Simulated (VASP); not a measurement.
Crystal: Cd.

```
CELL_PARAMETERS angstrom
2.95847 0.00000 0.00000
-1.47924 2.56211 0.00000
0.00000 0.00000 5.88593
ATOMIC_POSITIONS crystal
Cd 0.33333 0.66667 0.25000
Cd 0.66667 0.33333 0.75000
```

| Property | Result |
| --- | --- |
| Program | VASP 6.6.1 |
| Task | relaxation of cell and atoms |
| Functional | PBE |
| Dispersion | D3(BJ) |
| Potentials or basis | VASP PAW PBE potentials, release 64 (Cd) |
| Cutoff | 600 eV |
| k mesh | 18 × 18 × 8 |
| Occupations | gaussian, width 0.1 eV |
| Spin | no spin polarisation |

At the start: pressure -1.0 GPa; volume 22.31 Å³/atom.

Problem. Where does the relaxation end?

Solution. Over 14 steps the energy falls by 10.9 meV/atom and the volume is 21.38 Å³/atom (-4.2 %); space group P6_3/mmc (No. 194, to 0.1 Å) before and after.

The path:
| step | energy change (eV) | largest force (eV/Å) | pressure (GPa) | volume (Å³) |
| --- | --- | --- | --- | --- |
| 1 | 0.0000 | 0.0000 | -1.01 | 44.62 |
| 2 | -0.0112 | 0.0000 | -0.33 | 43.71 |
| 3 | -0.0161 | 0.0000 | 0.58 | 42.76 |
| 4 | -0.0162 | 0.0000 | 0.69 | 42.64 |
| 5 | -0.0194 | 0.0000 | -0.09 | 43.02 |
| 6 | -0.0198 | 0.0000 | -0.49 | 43.27 |
| 7 | -0.0214 | 0.0000 | -0.21 | 42.97 |
| 8 | -0.0217 | 0.0000 | -0.02 | 42.76 |
| 9 | -0.0217 | 0.0000 | -0.13 | 42.81 |
| 10 | -0.0217 | 0.0000 | -0.04 | 42.79 |
| 11 | -0.0217 | 0.0000 | -0.08 | 42.80 |
| 12 | -0.0217 | 0.0000 | 0.09 | 42.73 |
| 13 | -0.0218 | 0.0000 | -0.03 | 42.76 |
| 14 | -0.0218 | 0.0000 | -0.01 | 42.76 |

Final structure:
```yaml
crystal:
  lattice:
    - [3.00337, 0.00000, 0.00000]
    - [-1.50169, 2.60100, 0.00000]
    - [0.00000, 0.00000, 5.47360]
  atoms:
    - { symbol: Cd, position: [0.33333, 0.66667, 0.25000] }
    - { symbol: Cd, position: [0.66667, 0.33333, 0.75000] }
```
